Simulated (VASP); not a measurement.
A run of VASP 6.6.1 is set up as follows.

File POSCAR:

```
Mo
1.0
   -1.5755104622      1.5755104622      1.5755104622
    1.5755104622     -1.5755104622      1.5755104622
    1.5755104622      1.5755104622     -1.5755104622
Mo
1
Direct
    0.0000000000      0.0000000000      0.0000000000
```

The input INCAR.step1:

```
ALGO = Normal
EDIFF = 1E-4
ENCUT = 600
GGA = PE
ISMEAR = -1
LASPH = True
LCHARG = False
LREAL = False
LWAVE = True
NELM = 100
PREC = Accurate
SIGMA = 0.1
```

The input INCAR.step2:

```
ALGO = Normal
EDIFF = 1E-7
EDIFFG = -0.002
ENCUT = 600
IBRION = 2
ISIF = 3
ISMEAR = -1
ISTART = 1
LASPH = True
LCHARG = False
LMIXTAU = True
LREAL = False
LWAVE = False
METAGGA = R2SCAN
NELM = 100
NSW = 100
PREC = Accurate
PSTRESS = 150.0
SIGMA = 0.1
```

The input KPOINTS:

```
k-points
0
Gamma
  24 24 24
```

Potentials or basis: VASP PAW PBE potentials, release 64 (Mo_sv).

The run is started by

```bash
$ cat potpaw_PBE.64/Mo_sv/POTCAR > POTCAR
$ cp INCAR.step1 INCAR
$ mpirun -np 1 vasp_std > vasp.out
$ cp INCAR.step2 INCAR
$ mpirun -np 1 vasp_std > vasp.out
```

**Question.** Predict the band gap on the k mesh.

**Answer.** Zero (bands 7 and 8 overlap by 5.93 eV).

**Question.** Estimate the space group after relaxing (to 0.1 Å).

**Answer.** Im-3m (No. 229).

**Question.** Predict the relaxed cell.

**Answer.** a = 2.688 Å, b = 2.688 Å, c = 2.688 Å, α = 109.47°, β = 109.47°, γ = 109.47°.

**Question.** Estimate the relaxed volume.

**Answer.** 14.94 Å³/atom.

Step by step:
| step | energy change (eV) | largest force (eV/Å) | pressure (GPa) | volume (Å³) |
| --- | --- | --- | --- | --- |
| 1 | 0.0000 | 0.0000 | 1.09 | 15.64 |
| 2 | 0.6637 | 0.0000 | 86.04 | 12.77 |
| 3 | 0.0295 | 0.0000 | 13.92 | 14.99 |
| 4 | 0.0332 | 0.0000 | 14.83 | 14.95 |
| 5 | 0.0344 | 0.0000 | 15.13 | 14.94 |
| 6 | 0.0324 | 0.0000 | 14.63 | 14.96 |
| 7 | 0.0339 | 0.0000 | 15.01 | 14.94 |

Caveat: the cell is relaxed towards a set pressure, so the run minimises the enthalpy, not the energy; the PAW data sets were made with another functional, which shifts forces and pressure a little.
